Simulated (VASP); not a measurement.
# ZnO (zincite) (P6_3mc) in VASP: single point with LDA

Aim: the single point of ZnO (zincite) with LDA.

Everything below comes from runs of VASP 6.6.1. Logs are shortened: lines on timing, memory, paths and dates and some standing lists are left out, and cuts for length are marked.

### Step 1. The cell of the first run

It takes space group P6_3mc (No. 186, hexagonal). Conventional cell: a = 3.279 Å, b = 3.279 Å, c = 5.293 Å, α = 90.00°, β = 90.00°, γ = 120.00°. Within 2.6 Å of Zn (site symmetry 3m) lie 4 O at 2.00 to 2.01 Å. O (site symmetry 3m) has 4 Zn at 2.00 to 2.01 Å within 2.6 Å.

### Step 2. Single point, LDA

Input file INCAR:

```
SYSTEM = ZnO
  PREC = Accurate
  ENCUT = 520
  EDIFF = 1E-7
  ISMEAR = 0
  SIGMA = 0.02
  LREAL = .FALSE.
  LASPH = .TRUE.
  NELM = 100
  ALGO = Normal
  ISIF = 2
  LWAVE = .FALSE.
  LCHARG = .FALSE.
  GGA = CA
  NBANDS = 26
```

Input file KPOINTS:

```
Automatic mesh
0
G
  9 9 6
  0 0 0
```

Input file POSCAR:

```
ZnO
1.0
    3.2794860218      0.0000000000      0.0000000000
   -1.6397430109      2.8401182063      0.0000000000
    0.0000000000      0.0000000000      5.2932739833
Zn O
2 2
Direct
    0.3333333333      0.6666666667      0.4999685891
    0.6666666667      0.3333333333     -0.0000314109
    0.6666666667      0.3333333333      0.3790414109
    0.3333333333      0.6666666667      0.8790414109
```

Potentials or basis: VASP PAW LDA potentials, release 64 (Zn, O).

Run with:

```
$ cat potpaw_LDA.64/Zn/POTCAR potpaw_LDA.64/O/POTCAR > POTCAR
$ mpirun -np 1 vasp_std > vasp.out
```

OUTCAR:

```text
SYSTEM = ZnO
   PREC = Accurate
   ENCUT = 520
   EDIFF = 1E-7
   ISMEAR = 0
   LREAL = .FALSE.
   LASPH = .TRUE.
   NELM = 100
   ISIF = 2
   GGA = CA

 ion  position               nearest neighbor table
   1  0.333  0.667  0.500-   3 2.00   3 2.00   3 2.00   4 2.01
   2  0.667  0.333  1.000-   4 2.00   4 2.00   4 2.00   3 2.01
   3  0.667  0.333  0.379-   1 2.00   1 2.00   1 2.00   2 2.01
   4  0.333  0.667  0.879-   2 2.00   2 2.00   2 2.00   1 2.01

  LATTYP: Found a hexagonal cell.
 ALAT       =     3.2794860218
 C/A-ratio  =     1.6140559673

  Lattice vectors:

 A1 = (   3.2794860218,   0.0000000000,   0.0000000000)
 A2 = (  -1.6397430109,   2.8401182063,   0.0000000000)
 A3 = (   0.0000000000,   0.0000000000,   5.2932739833)

Analysis of symmetry for initial positions (statically):
=====================================================================
 Subroutine PRICEL returns:
 Original cell was already a primitive cell.

 Routine SETGRP: Setting up the symmetry group for a
 hexagonal supercell.

 Subroutine GETGRP returns: Found 12 space group operations
 (whereof  6 operations were pure point group operations)
 out of a pool of 24 trial point group operations.

The static configuration has the point symmetry C_3v.
 The point group associated with its full space group is C_6v.

Analysis of symmetry for dynamics (positions and initial velocities):
=====================================================================
 Subroutine PRICEL returns:
 Original cell was already a primitive cell.

 Routine SETGRP: Setting up the symmetry group for a
 hexagonal supercell.

 Subroutine GETGRP returns: Found 12 space group operations
 (whereof  6 operations were pure point group operations)
 out of a pool of 24 trial point group operations.

The dynamic configuration has the point symmetry C_3v.
 The point group associated with its full space group is C_6v.

 Subroutine INISYM returns: Found 12 space group operations
 (whereof  6 operations are pure point group operations),
 and found     1 'primitive' translations

----------------------------------------------------------------------------------------

                                     Primitive cell

  volume of cell :      49.3022

  direct lattice vectors                    reciprocal lattice vectors
     3.279486022  0.000000000  0.000000000     0.304925831  0.176049011  0.000000000
    -1.639743011  2.840118206  0.000000000     0.000000000  0.352098021  0.000000000
     0.000000000  0.000000000  5.293273983     0.000000000  0.000000000  0.188918995

  length of vectors
     3.279486022  3.279486022  5.293273983     0.352098021  0.352098021  0.188918995

  position of ions in fractional coordinates (direct lattice)
     0.333333333  0.666666667  0.499968589
     0.666666667  0.333333333  0.999968589
     0.666666667  0.333333333  0.379041411
     0.333333333  0.666666667  0.879041411

  ion indices of the primitive-cell ions
   primitive index   ion index
                 1           1
                 2           2
                 3           3
                 4           4

----------------------------------------------------------------------------------------

 KPOINTS: Automatic mesh

Automatic generation of k-mesh.
 Grid dimensions read from file:
 generate k-points for:    9    9    6

 Generating k-lattice:

  Cartesian coordinates                     Fractional coordinates (reciprocal lattice)
     0.033880648  0.019561001  0.000000000     0.111111111  0.000000000  0.000000000
     0.000000000  0.039122002  0.000000000     0.000000000  0.111111111  0.000000000
     0.000000000  0.000000000  0.031486499     0.000000000  0.000000000  0.166666667

  Length of vectors
     0.039122002  0.039122002  0.031486499

  Shift w.r.t. Gamma in fractional coordinates (k-lattice)
     0.000000000  0.000000000  0.000000000

 Subroutine IBZKPT returns following result:
 ===========================================

 Found     48 irreducible k-points:

 Following reciprocal coordinates:
            Coordinates               Weight
  0.000000  0.000000  0.000000      1.000000
  0.111111 -0.000000  0.000000      6.000000
  0.222222 -0.000000  0.000000      6.000000
  0.333333  0.000000  0.000000      6.000000
  0.444444 -0.000000  0.000000      6.000000
  0.111111  0.111111  0.000000      6.000000
[... 16 lines left out ...]
  0.333333  0.222222  0.166667     24.000000
  0.333333  0.333333  0.166667      4.000000
 [... further k-points ...]
   k-points           NKPTS =     48   k-points in BZ     NKDIM =     48   number of bands    NBANDS=     26
   number of dos      NEDOS =    301   number of ions     NIONS =      4
   total plane-waves  NPLWV =  23040
   dimension x,y,z NGX =    24 NGY =   24 NGZ =   40
   dimension x,y,z NGXF=    48 NGYF=   48 NGZF=   80
   ions per type =               2   2
   NGX,Y,Z   is equivalent  to a cutoff of  12.17, 12.17, 12.56 a.u.
   NGXF,Y,Z  is equivalent  to a cutoff of  24.33, 24.33, 25.13 a.u.
 SYSTEM =  ZnO
   PREC   = accura    normal or accurate (medium, high low for compatibility)
   ISTART =      0    job   : 0-new  1-cont  2-samecut
   ICHARG =      2    charge: 1-file 2-atom 10-const
   ISPIN  =      1    spin polarized calculation?
   LNONCOLLINEAR =      F non collinear calculations
   LSORBIT =      F    spin-orbit coupling
   LASPH  =      T    aspherical Exc in radial PAW
   ENCUT  =  520.0 eV  38.22 Ry    6.18 a.u.   6.10  6.10  9.84*2*pi/ulx,y,z
   NELM   =    100;   NELMIN=  2; NELMDL= -5     # of ELM steps
   EDIFF  = 0.1E-06   stopping-criterion for ELM
   LREAL  =      F    real-space projection
   EDIFFG = 0.1E-05   stopping-criterion for IOM
   NSW    =      0    number of steps for IOM
   IBRION =     -1    ionic relax: 0-MD 1-quasi-New 2-CG
   NFREE  =      0    steps in history (QN), initial steepest desc. (CG)
   ISIF   =      2    stress and relaxation
   ISYM   =      2    0-nonsym 1-usesym 2-fastsym
   POTIM  = 0.5000    time-step for ionic-motion
   TEBEG  =    0.0;   TEEND  =   0.0 temperature during run
   PSTRESS=    0.0 pullay stress
   NELECT =      36.0000    total number of electrons
   NUPDOWN=      -1.0000    fix difference up-down
   EMIN   =  10.00;   EMAX   =-10.00  energy-range for DOS
   EFERMI =   0.00;   METHOD = LEGACY
   ISMEAR =     0;   SIGMA  =   0.02  broadening in eV -4-tet -1-fermi 0-gaus
   EFERMI_NEDOS =   21; number of points for ismear=-14 and -15
   IALGO  =     38    algorithm
   IMIX   =      4    mixing-type and parameters
     AMIX     =   0.40;   BMIX     =  1.00
     AMIX_MAG =   1.60;   BMIX_MAG =  1.00
  volume/ion in A,a.u.               =      12.33        83.18
  Fermi-wavevector in a.u.,A,eV,Ry     =   1.474190  2.785815 29.568675  2.173236
  Thomas-Fermi vector in A             =   2.588992
   LORBIT       =      0    0 simple, 1 ext, 2 COOP (PROOUT), +10 PAW based schemes
   GGA     = CA    functional components
   LHFCALC =     F    Hartree Fock is set to
   AEXX    =    0.0000 exact exchange contribution
   IVDW    =     0    specifies the selected vdW correction
   LEPSILON=     F    determine dielectric tensor
   LRPA    =     F    only Hartree local field effects (RPA)
 non-spin polarized calculation
 Gauss-broadening in eV      SIGMA  =   0.02
  energy-cutoff  :      520.00
  volume of cell :       49.30
 maximum number of plane-waves:      1350
   NGX = 13   NGY = 13   NGZ = 19

 number of electron      36.0000039 magnetization

 Free energy of the ion-electron system (eV)
  ---------------------------------------------------
  ext. energy  EPLUGINS =         0.00000000
  ---------------------------------------------------
  free energy    TOTEN  =       -21.03687667 eV

  energy without entropy =      -21.03687667  energy(sigma->0) =      -21.03687667

 E-fermi :   0.6836     XC(G=0): -11.2790

 val. band max:        0.5651698579   @ k =   0.0000   0.0000   0.0000
 cond. band min:       1.2400883629   @ k =   0.0000   0.0000   0.0000
 fundamental gap:      0.6749185050
 Fermi energy:         0.6836347043

 k-point     1 :       0.0000    0.0000    0.0000
  band No.  band energies     occupation
      1     -16.9612      2.00000
      2     -16.2509      2.00000
      3      -5.0490      2.00000
      4      -5.0490      2.00000
      5      -5.0110      2.00000
      6      -4.8883      2.00000
[... 18 lines left out ...]
     25      14.2944      0.00000
     26      14.2944      0.00000

 k-point     2 :       0.1111   -0.0000    0.0000
  band No.  band energies     occupation
      1     -16.8945      2.00000
      2     -16.2212      2.00000
      3      -5.1168      2.00000
      4      -5.0122      2.00000
      5      -4.9724      2.00000
      6      -4.8783      2.00000
[... 18 lines left out ...]
     25      14.2554      0.00000
     26      14.4247      0.00000

 k-point     3 :       0.2222   -0.0000    0.0000
  band No.  band energies     occupation
      1     -16.7164      2.00000
      2     -16.1501      2.00000
      3      -5.2475      2.00000
      4      -4.9517      2.00000
      5      -4.9265      2.00000
      6      -4.8172      2.00000
[... 18 lines left out ...]
     25      13.6967      0.00000
     26      14.3993      0.00000

 k-point     4 :       0.3333    0.0000    0.0000
  band No.  band energies     occupation
      1     -16.4902      2.00000
      2     -16.0833      2.00000
      3      -5.3140      2.00000
      4      -4.9824      2.00000
      5      -4.8499      2.00000
      6      -4.6469      2.00000
[... 18 lines left out ...]
     25      13.5850      0.00000
     26      14.2259      0.00000

 k-point     5 :       0.4444   -0.0000    0.0000
  band No.  band energies     occupation
      1     -16.3125      2.00000
      2     -16.0641      2.00000
      3      -5.2639      2.00000
      4      -5.0169      2.00000
      5      -4.8150      2.00000
      6      -4.4611      2.00000
[... 18 lines left out ...]
     25      13.4286      0.00000
     26      14.3212      0.00000

 k-point     6 :       0.1111    0.1111    0.0000
  band No.  band energies     occupation
      1     -16.7720      2.00000
      2     -16.1707      2.00000
      3      -5.1851      2.00000
      4      -5.0024      2.00000
      5      -4.9160      2.00000
      6      -4.8691      2.00000
[... 427 lines left out ...]
 k-point    21 :       0.4444    0.1111    0.1667
  band No.  band energies     occupation
      1     -16.2439      2.00000
      2     -16.0772      2.00000
      3      -5.2294      2.00000
      4      -5.0181      2.00000
      5      -4.8108      2.00000
      6      -4.4928      2.00000
[... 18 lines left out ...]
     25      13.0458      0.00000
     26      14.0350      0.00000

 k-point    22 :       0.2222    0.2222    0.1667
  band No.  band energies     occupation
      1     -16.3581      2.00000
      2     -16.0832      2.00000
      3      -5.1417      2.00000
      4      -5.0850      2.00000
      5      -4.7636      2.00000
      6      -4.7046      2.00000
[... 18 lines left out ...]
     25      12.1335      0.00000
     26      15.2885      0.00000

 k-point    23 :       0.3333    0.2222    0.1667
  band No.  band energies     occupation
      1     -16.2126      2.00000
      2     -16.0773      2.00000
      3      -5.1077      2.00000
      4      -4.9043      2.00000
      5      -4.7569      2.00000
      6      -4.5807      2.00000
[... 18 lines left out ...]
     25      12.8916      0.00000
     26      14.3136      0.00000

 k-point    24 :       0.3333    0.3333    0.1667
  band No.  band energies     occupation
      1     -16.1192      2.00000
      2     -16.1192      2.00000
      3      -5.0587      2.00000
      4      -4.7837      2.00000
      5      -4.7837      2.00000
      6      -4.4417      2.00000
[... 18 lines left out ...]
     25      13.6214      0.00000
     26      14.4471      0.00000

 [... further k-points ...]

------------------------ aborting loop because EDIFF is reached ----------------------------------------

  FORCE on cell =-STRESS in cart. coord.  units (eV):
  Direction    XX          YY          ZZ          XY          YZ          ZX
  --------------------------------------------------------------------------------------
  -------------------------------------------------------------------------------------
  Total       -3.2124896     -3.2124896     -3.1617254      0.0000000     -0.0000000      0.0000000
  in kB     -104.3964509   -104.3964509   -102.7467653      0.0000000     -0.0000000      0.0000000
  external PRESSURE =    -103.8465557 kB  Pullay stress =       0.0000000 kB

 VOLUME and BASIS-vectors are now :
 -----------------------------------------------------------------------------
  energy-cutoff  :      520.00
  volume of cell :       49.30
      direct lattice vectors                 reciprocal lattice vectors
     3.279486022  0.000000000  0.000000000     0.304925831  0.176049011  0.000000000
    -1.639743011  2.840118206  0.000000000     0.000000000  0.352098021  0.000000000
     0.000000000  0.000000000  5.293273983     0.000000000  0.000000000  0.188918995

 POSITION                                       TOTAL-FORCE (eV/Angst)
 -----------------------------------------------------------------------------------
     -0.00000      1.89341      2.64647         0.000000      0.000000      0.003950
      1.63974      0.94671      5.29311        -0.000000      0.000000      0.003950
      1.63974      0.94671      2.00637        -0.000000      0.000000     -0.003950
     -0.00000      1.89341      4.65301         0.000000     -0.000000     -0.003950
 -----------------------------------------------------------------------------------
    total drift:                               -0.000001     -0.000001     -0.000037

  FREE ENERGIE OF THE ION-ELECTRON SYSTEM (eV)
  ---------------------------------------------------
  free  energy   TOTEN  =       -21.0368766718 eV

  energy  without entropy=      -21.0368766718  energy(sigma->0) =      -21.03687667
```

Run time: 44 s. Hardware: 1 thread of AMD EPYC 7R13 (Zen 3), shared host; peak memory 0.14 GiB.

Results:

```yaml
Free_energy: -21.0369 eV
Pressure: -10.4 GPa
Largest_force: 0.004 eV/Å
Band_gap_on_the_k_mesh: 0.67 eV, direct
```

Forces on the atoms (eV/Å):
```
Zn   0.000  0.000  0.004
Zn   0.000  0.000  0.004
O    0.000  0.000 -0.004
O    0.000  0.000 -0.004
```

Stress tensor (GPa, compression positive):
```
-10.44   0.00   0.00
  0.00 -10.44   0.00
  0.00   0.00 -10.27
```
